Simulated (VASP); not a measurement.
Set up this calculation in VASP 6.6.1, as the native input.

```yaml
Task: single point
Functional: PBE
Potentials_or_basis: VASP PAW PBE potentials, release 64 (Cu, O)
Cutoff: 520 eV
k_mesh: 11 × 11 × 11
Occupations: fermi-dirac, width 0.05 eV
Spin: no spin polarisation
Dipole_correction: no
Further_INCAR_settings: ALGO = Normal; EDIFF = 1e-07; NBANDS = 16
```

The structure of CuO lies in POSCAR:

```
CuO
1.0
    0.0000000000      2.0879543312      2.0879543312
    2.0879543312      0.0000000000      2.0879543312
    2.0879543312      2.0879543312      0.0000000000
Cu O
1 1
Direct
    0.0294977200      0.0281008700      0.9080259900
    0.4705022800      0.4718991300      0.5919740100
```

This cell differs from its parent crystal: volume scaled by 0.96.

These files were run (other wordings do the same):

INCAR

```
SYSTEM = CuO
  ALGO = Normal
  EDIFF = 1E-7
  ENCUT = 520
  GGA = PE
  ISIF = 2
  ISMEAR = -1
  LASPH = .TRUE.
  LCHARG = .FALSE.
  LREAL = .FALSE.
  LWAVE = .FALSE.
  NBANDS = 16
  NELM = 80
  PREC = Accurate
  SIGMA = 0.05
```

KPOINTS

```
k-points
0
G
  11 11 11
  0 0 0
```

Potentials or basis: VASP PAW PBE potentials, release 64 (Cu, O).

Launch:

```sh
$ cat potpaw_PBE.64/Cu/POTCAR potpaw_PBE.64/O/POTCAR > POTCAR
$ mpirun -np 1 vasp_std > vasp.out
```

It gave:

```
Pressure      : 29.8 GPa
Largest force : 1.348 eV/Å
```

Caveat: an odd number of electrons without spin polarisation forces a metal; a magnetic or distorted state may lie lower.

Run time: 2.6 min on 1 thread of Intel Xeon 6975P-C, with other jobs on the host, peak memory 0.31 GiB.
